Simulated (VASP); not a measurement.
Si2W, 3 atoms in the cell. The typed cell holds 3 atoms: a = 4.549 Å, b = 4.548 Å, c = 4.548 Å, α = 138.42°, β = 138.42°, γ = 60.27°. 

- Program: VASP 6.6.1
- Task: single point
- Functional: PBE
- Potentials or basis: VASP PAW PBE potentials, release 64 (Si, W_sv)
- Cutoff: 520 eV
- k mesh: 14 × 14 × 14
- Occupations: gaussian, width 0.15 eV
- Spin: no spin polarisation
- Dipole correction: no
- Further INCAR settings: ALGO = Normal; EDIFF = 1e-06; NBANDS = 18

Potentials or basis: VASP PAW PBE potentials, release 64 (Si, W_sv).

Launch:

```sh
$ cat potpaw_PBE.64/Si/POTCAR potpaw_PBE.64/W_sv/POTCAR > POTCAR
$ mpirun -np 1 vasp_std > vasp.out
```

Hardware: 1 thread of Intel(R) Xeon(R) Platinum 8488C (Sapphire Rapids), on a shared host.

Task: How long does it take, and how much memory?

Result: Run time: 5.1 min on 1 thread of Intel(R) Xeon(R) Platinum 8488C (Sapphire Rapids), on a shared host, peak memory 0.62 GiB. Counts: scf iterations 12, k points 744.
